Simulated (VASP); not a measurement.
# CsI (Pm-3m) in VASP: further runs

The runs below take CsI through single point, with PBE.

All numbers are computed with VASP 6.6.1; they aren't measurements. Logs are shortened: lines on timing, memory, paths and dates and some standing lists are left out, and cuts for length are marked.

## 1. The cell of the first run

The structure is cubic, space group Pm-3m (No. 221). Conventional cell: a = 4.376 Å, b = 4.376 Å, c = 4.376 Å, α = 90.00°, β = 90.00°, γ = 90.00°. Cs (site symmetry m-3m) has 8 I at 3.79 Å and 6 Cs at 4.38 Å within 5.0 Å. Within 5.0 Å of I (site symmetry m-3m) lie 8 Cs at 3.79 Å and 6 I at 4.38 Å.

## 2. Single point, PBE

INCAR reads:

```
SYSTEM = CsI
PREC     = Accurate       ! precision mode
ENCUT    = 500            ! plane-wave cutoff, eV
EDIFF    = 1E-6           ! SCF threshold, eV
ISMEAR   = 0              ! smearing method
SIGMA    = 0.01           ! smearing width, eV
LREAL    = .FALSE.        ! projectors in reciprocal space
LASPH    = .TRUE.         ! aspherical terms in the spheres
NELM     = 120            ! most SCF steps
ALGO     = Normal         ! electronic algorithm
ISIF     = 2              ! what is computed and relaxed
LWAVE    = .FALSE.        ! write WAVECAR
LCHARG   = .FALSE.        ! write CHGCAR
GGA      = PE             ! functional
NBANDS   = 15             ! bands
GGA_COMPAT= .FALSE.
```

KPOINTS reads:

```
Automatic mesh
0
G
  5 5 5
  0 0 0
```

POSCAR reads:

```
CsI
1.0
    4.3761954122      0.0000000000      0.0000000000
    0.0000000000      4.3761954122      0.0000000000
    0.0000000000      0.0000000000      4.3761954122
Cs I
1 1
Direct
    0.0000000000      0.0000000000      0.0000000000
    0.5000000000      0.5000000000      0.5000000000
```

Potentials or basis: VASP PAW PBE potentials, release 64 (Cs_sv, I).

Started as:

```bash
$ cat potpaw_PBE.64/Cs_sv/POTCAR potpaw_PBE.64/I/POTCAR > POTCAR
$ mpirun -np 1 vasp_std > vasp.out
```

OUTCAR:

```text
SYSTEM = CsI
   PREC = Accurate
   ENCUT = 500
   EDIFF = 1E-6
   ISMEAR = 0
   LREAL = .FALSE.
   LASPH = .TRUE.
   NELM = 120
   ISIF = 2
   GGA = PE

 ion  position               nearest neighbor table
   1  0.000  0.000  0.000-
   2  0.500  0.500  0.500-

  LATTYP: Found a simple cubic cell.
 ALAT       =     4.3761954122

  Lattice vectors:

 A1 = (   4.3761954122,   0.0000000000,   0.0000000000)
 A2 = (   0.0000000000,   4.3761954122,   0.0000000000)
 A3 = (   0.0000000000,   0.0000000000,   4.3761954122)

Analysis of symmetry for initial positions (statically):
=====================================================================
 Subroutine PRICEL returns:
 Original cell was already a primitive cell.

 Routine SETGRP: Setting up the symmetry group for a
 simple cubic supercell.

 Subroutine GETGRP returns: Found 48 space group operations
 (whereof 48 operations were pure point group operations)
 out of a pool of 48 trial point group operations.

The static configuration has the point symmetry O_h .

Analysis of symmetry for dynamics (positions and initial velocities):
=====================================================================
 Subroutine PRICEL returns:
 Original cell was already a primitive cell.

 Routine SETGRP: Setting up the symmetry group for a
 simple cubic supercell.

 Subroutine GETGRP returns: Found 48 space group operations
 (whereof 48 operations were pure point group operations)
 out of a pool of 48 trial point group operations.

The dynamic configuration has the point symmetry O_h .

 Subroutine INISYM returns: Found 48 space group operations
 (whereof 48 operations are pure point group operations),
 and found     1 'primitive' translations

----------------------------------------------------------------------------------------

                                     Primitive cell

  volume of cell :      83.8089

  direct lattice vectors                    reciprocal lattice vectors
     4.376195412  0.000000000  0.000000000     0.228508991  0.000000000  0.000000000
     0.000000000  4.376195412  0.000000000     0.000000000  0.228508991  0.000000000
     0.000000000  0.000000000  4.376195412     0.000000000  0.000000000  0.228508991

  length of vectors
     4.376195412  4.376195412  4.376195412     0.228508991  0.228508991  0.228508991

  position of ions in fractional coordinates (direct lattice)
     0.000000000  0.000000000  0.000000000
     0.500000000  0.500000000  0.500000000

  ion indices of the primitive-cell ions
   primitive index   ion index
                 1           1
                 2           2

----------------------------------------------------------------------------------------

 KPOINTS: Automatic mesh

Automatic generation of k-mesh.
 Grid dimensions read from file:
 generate k-points for:    5    5    5

 Generating k-lattice:

  Cartesian coordinates                     Fractional coordinates (reciprocal lattice)
     0.045701798  0.000000000  0.000000000     0.200000000  0.000000000  0.000000000
     0.000000000  0.045701798  0.000000000     0.000000000  0.200000000  0.000000000
     0.000000000  0.000000000  0.045701798     0.000000000  0.000000000  0.200000000

  Length of vectors
     0.045701798  0.045701798  0.045701798

  Shift w.r.t. Gamma in fractional coordinates (k-lattice)
     0.000000000  0.000000000  0.000000000

 Subroutine IBZKPT returns following result:
 ===========================================

 Found     10 irreducible k-points:

 Following reciprocal coordinates:
            Coordinates               Weight
  0.000000  0.000000  0.000000      1.000000
  0.200000  0.000000  0.000000      6.000000
  0.400000  0.000000  0.000000      6.000000
  0.200000  0.200000  0.000000     12.000000
  0.400000  0.200000  0.000000     24.000000
  0.400000  0.400000  0.000000     12.000000
  0.200000  0.200000  0.200000      8.000000
  0.400000  0.200000  0.200000     24.000000
  0.400000  0.400000  0.200000     24.000000
  0.400000  0.400000  0.400000      8.000000
   k-points           NKPTS =     10   k-points in BZ     NKDIM =     10   number of bands    NBANDS=     15
   number of dos      NEDOS =    301   number of ions     NIONS =      2
   total plane-waves  NPLWV =  32768
   dimension x,y,z NGX =    32 NGY =   32 NGZ =   32
   dimension x,y,z NGXF=    64 NGYF=   64 NGZF=   64
   ions per type =               1   1
   NGX,Y,Z   is equivalent  to a cutoff of  12.16, 12.16, 12.16 a.u.
   NGXF,Y,Z  is equivalent  to a cutoff of  24.31, 24.31, 24.31 a.u.
 SYSTEM =  CsI
   PREC   = accura    normal or accurate (medium, high low for compatibility)
   ISTART =      0    job   : 0-new  1-cont  2-samecut
   ICHARG =      2    charge: 1-file 2-atom 10-const
   ISPIN  =      1    spin polarized calculation?
   LNONCOLLINEAR =      F non collinear calculations
   LSORBIT =      F    spin-orbit coupling
   LASPH  =      T    aspherical Exc in radial PAW
   ENCUT  =  500.0 eV  36.75 Ry    6.06 a.u.   7.98  7.98  7.98*2*pi/ulx,y,z
   NELM   =    120;   NELMIN=  2; NELMDL= -5     # of ELM steps
   EDIFF  = 0.1E-05   stopping-criterion for ELM
   LREAL  =      F    real-space projection
   EDIFFG = 0.1E-04   stopping-criterion for IOM
   NSW    =      0    number of steps for IOM
   IBRION =     -1    ionic relax: 0-MD 1-quasi-New 2-CG
   NFREE  =      0    steps in history (QN), initial steepest desc. (CG)
   ISIF   =      2    stress and relaxation
   ISYM   =      2    0-nonsym 1-usesym 2-fastsym
   POTIM  = 0.5000    time-step for ionic-motion
   TEBEG  =    0.0;   TEEND  =   0.0 temperature during run
   PSTRESS=    0.0 pullay stress
   NELECT =      16.0000    total number of electrons
   NUPDOWN=      -1.0000    fix difference up-down
   EMIN   =  10.00;   EMAX   =-10.00  energy-range for DOS
   EFERMI =   0.00;   METHOD = LEGACY
   ISMEAR =     0;   SIGMA  =   0.01  broadening in eV -4-tet -1-fermi 0-gaus
   EFERMI_NEDOS =   21; number of points for ismear=-14 and -15
   IALGO  =     38    algorithm
   IMIX   =      4    mixing-type and parameters
     AMIX     =   0.40;   BMIX     =  1.00
     AMIX_MAG =   1.60;   BMIX_MAG =  1.00
  volume/ion in A,a.u.               =      41.90       282.79
  Fermi-wavevector in a.u.,A,eV,Ry     =   0.942652  1.781354 12.090042  0.888593
  Thomas-Fermi vector in A             =   2.070283
   LORBIT       =      0    0 simple, 1 ext, 2 COOP (PROOUT), +10 PAW based schemes
   GGA     = PE    functional components
   LHFCALC =     F    Hartree Fock is set to
   AEXX    =    0.0000 exact exchange contribution
   IVDW    =     0    specifies the selected vdW correction
   LEPSILON=     F    determine dielectric tensor
   LRPA    =     F    only Hartree local field effects (RPA)
 non-spin polarized calculation
 Gauss-broadening in eV      SIGMA  =   0.01
  energy-cutoff  :      500.00
  volume of cell :       83.81
 maximum number of plane-waves:      2146
 NGX is ok and might be reduce to    32
   NGX = 15   NGY = 15   NGZ = 15

 number of electron      15.9999999 magnetization

 Free energy of the ion-electron system (eV)
  ---------------------------------------------------
  ext. energy  EPLUGINS =         0.00000000
  ---------------------------------------------------
  free energy    TOTEN  =        -5.29465670 eV

  energy without entropy =       -5.29465670  energy(sigma->0) =       -5.29465670

 E-fermi :   1.6878     XC(G=0):  -8.3291

 val. band max:        1.5851595811   @ k =   0.0000   0.0000   0.0000
 cond. band min:       5.5877794477   @ k =   0.0000   0.0000   0.0000
 fundamental gap:      4.0026198667
 Fermi energy:         1.6878361145

 k-point     1 :       0.0000    0.0000    0.0000
  band No.  band energies     occupation
      1     -18.6244      2.00000
      2      -9.2358      2.00000
      3      -5.3042      2.00000
      4      -5.3042      2.00000
      5      -5.3042      2.00000
      6       1.5852      2.00000
      7       1.5852      2.00000
      8       1.5852      2.00000
      9       5.5878      0.00000
     10       5.5878      0.00000
     11       5.9936      0.00000
     12       9.6638      0.00000
     13       9.6638      0.00000
     14       9.6638      0.00000
     15      12.2252      0.00000

 k-point     2 :       0.2000    0.0000    0.0000
  band No.  band energies     occupation
      1     -18.6091      2.00000
      2      -9.2538      2.00000
      3      -5.3641      2.00000
      4      -5.2682      2.00000
      5      -5.2682      2.00000
      6       0.8021      2.00000
      7       1.4941      2.00000
      8       1.4941      2.00000
      9       5.8536      0.00000
     10       6.4820      0.00000
     11       7.0322      0.00000
     12       9.5721      0.00000
     13       9.5721      0.00000
     14       9.8680      0.00000
     15      10.4847      0.00000

 k-point     3 :       0.4000    0.0000    0.0000
  band No.  band energies     occupation
      1     -18.5841      2.00000
      2      -9.2901      2.00000
      3      -5.4258      2.00000
      4      -5.2082      2.00000
      5      -5.2082      2.00000
      6      -0.1147      2.00000
      7       1.3415      2.00000
      8       1.3415      2.00000
      9       6.5413      0.00000
     10       8.2730      0.00000
     11       8.6556      0.00000
     12       8.7105      0.00000
     13       9.8094      0.00000
     14       9.8094      0.00000
     15      10.3216      0.00000

 k-point     4 :       0.2000    0.2000    0.0000
  band No.  band energies     occupation
      1     -18.5945      2.00000
      2      -9.2346      2.00000
      3      -5.5024      2.00000
      4      -5.2684      2.00000
      5      -5.2373      2.00000
      6       0.6493      2.00000
      7       1.1723      2.00000
      8       1.4723      2.00000
      9       6.3751      0.00000
     10       7.1258      0.00000
     11       7.1631      0.00000
     12       8.7718      0.00000
     13       9.5801      0.00000
     14      10.4109      0.00000
     15      11.1477      0.00000

 k-point     5 :       0.4000    0.2000    0.0000
  band No.  band energies     occupation
      1     -18.5706      2.00000
      2      -9.2092      2.00000
      3      -5.5802      2.00000
      4      -5.3962      2.00000
      5      -5.1860      2.00000
      6       0.1609      2.00000
      7       1.0647      2.00000
      8       1.4279      2.00000
      9       6.7479      0.00000
     10       7.4901      0.00000
     11       8.6050      0.00000
     12       8.6219      0.00000
     13       9.3824      0.00000
     14       9.7120      0.00000
     15      10.3752      0.00000

 k-point     6 :       0.4000    0.4000    0.0000
  band No.  band energies     occupation
      1     -18.5487      2.00000
      2      -9.0666      2.00000
      3      -5.8009      2.00000
      4      -5.7087      2.00000
      5      -5.1494      2.00000
      6       0.5685      2.00000
      7       0.7582      2.00000
      8       1.5786      2.00000
      9       6.1295      0.00000
     10       6.8460      0.00000
     11       7.8696      0.00000
     12       8.1697      0.00000
     13      10.3490      0.00000
     14      10.5583      0.00000
     15      12.1461      0.00000

 k-point     7 :       0.2000    0.2000    0.2000
  band No.  band energies     occupation
      1     -18.5805      2.00000
      2      -9.1959      2.00000
      3      -5.4562      2.00000
      4      -5.4562      2.00000
      5      -5.2555      2.00000
      6       0.7931      2.00000
      7       1.0328      2.00000
      8       1.0328      2.00000
      9       7.2041      0.00000
     10       7.2041      0.00000
     11       7.8826      0.00000
     12       8.7847      0.00000
     13       8.7847      0.00000
     14       9.0850      0.00000
     15      11.9989      0.00000

 k-point     8 :       0.4000    0.2000    0.2000
  band No.  band energies     occupation
      1     -18.5576      2.00000
      2      -9.1353      2.00000
      3      -5.6185      2.00000
      4      -5.4054      2.00000
      5      -5.3782      2.00000
      6       0.3183      2.00000
      7       0.8038      2.00000
      8       1.2334      2.00000
      9       7.3774      0.00000
     10       7.4785      0.00000
     11       7.7468      0.00000
     12       9.0625      0.00000
     13       9.4385      0.00000
     14       9.7087      0.00000
     15      11.2697      0.00000

 k-point     9 :       0.4000    0.4000    0.2000
  band No.  band energies     occupation
      1     -18.5363      2.00000
      2      -9.0062      2.00000
      3      -5.7395      2.00000
      4      -5.6842      2.00000
      5      -5.3466      2.00000
      6       0.4185      2.00000
      7       0.5167      2.00000
      8       1.0154      2.00000
      9       6.8497      0.00000
     10       7.6276      0.00000
     11       8.1030      0.00000
     12       8.5824      0.00000
     13      10.4150      0.00000
     14      10.7456      0.00000
     15      12.0977      0.00000

 k-point    10 :       0.4000    0.4000    0.4000
  band No.  band energies     occupation
      1     -18.5160      2.00000
      2      -8.9030      2.00000
      3      -5.6542      2.00000
      4      -5.6340      2.00000
      5      -5.6340      2.00000
      6       0.1428      2.00000
      7       0.1428      2.00000
      8       0.3460      2.00000
      9       7.9771      0.00000
     10       8.6946      0.00000
     11       8.6946      0.00000
     12      10.0867      0.00000
     13      10.1499      0.00000
     14      10.1499      0.00000
     15      12.3906      0.00000

------------------------ aborting loop because EDIFF is reached ----------------------------------------

  FORCE on cell =-STRESS in cart. coord.  units (eV):
  Direction    XX          YY          ZZ          XY          YZ          ZX
  --------------------------------------------------------------------------------------
  -------------------------------------------------------------------------------------
  Total        1.6654628      1.6654628      1.6654628     -0.0000000     -0.0000000      0.0000000
  in kB       31.8387058     31.8387058     31.8387058     -0.0000000     -0.0000000      0.0000000
  external PRESSURE =      31.8387058 kB  Pullay stress =       0.0000000 kB

 VOLUME and BASIS-vectors are now :
 -----------------------------------------------------------------------------
  energy-cutoff  :      500.00
  volume of cell :       83.81
      direct lattice vectors                 reciprocal lattice vectors
     4.376195412  0.000000000  0.000000000     0.228508991  0.000000000  0.000000000
     0.000000000  4.376195412  0.000000000     0.000000000  0.228508991  0.000000000
     0.000000000  0.000000000  4.376195412     0.000000000  0.000000000  0.228508991

 POSITION                                       TOTAL-FORCE (eV/Angst)
 -----------------------------------------------------------------------------------
      0.00000      0.00000      0.00000         0.000000      0.000000      0.000000
      2.18810      2.18810      2.18810         0.000000      0.000000      0.000000
 -----------------------------------------------------------------------------------
    total drift:                                0.000000      0.000000     -0.000000

  FREE ENERGIE OF THE ION-ELECTRON SYSTEM (eV)
  ---------------------------------------------------
  free  energy   TOTEN  =        -5.2946567045 eV

  energy  without entropy=       -5.2946567045  energy(sigma->0) =       -5.29465670
```

Run time: 8.7 s. Hardware: 1 thread of Intel Xeon Platinum 8259CL at 2.50GHz (Skylake/Cascade Lake), shared host; peak memory 0.18 GiB.

What came out:

- Free energy: -5.2947 eV
- Pressure: 3.2 GPa
- Band gap on the k mesh: 4.00 eV

Levels at points of the mesh, in eV from the valence-band top:
```csv
k point,band 6,band 7,band 8,band 9,band 10,band 11
"(0.00, 0.00, 0.00)",0.00,0.00,0.00,4.00,4.00,4.41
```

Caveat: the cell stands under pressure; spin-orbit coupling is left out, which moves the levels of the heavy elements; an odd mesh through Γ misses points on the zone boundary, where band edges can lie. Expect the measured gap to be larger: semilocal functionals such as PBE lack the derivative discontinuity.

(Part 1 of 2 ends here.)
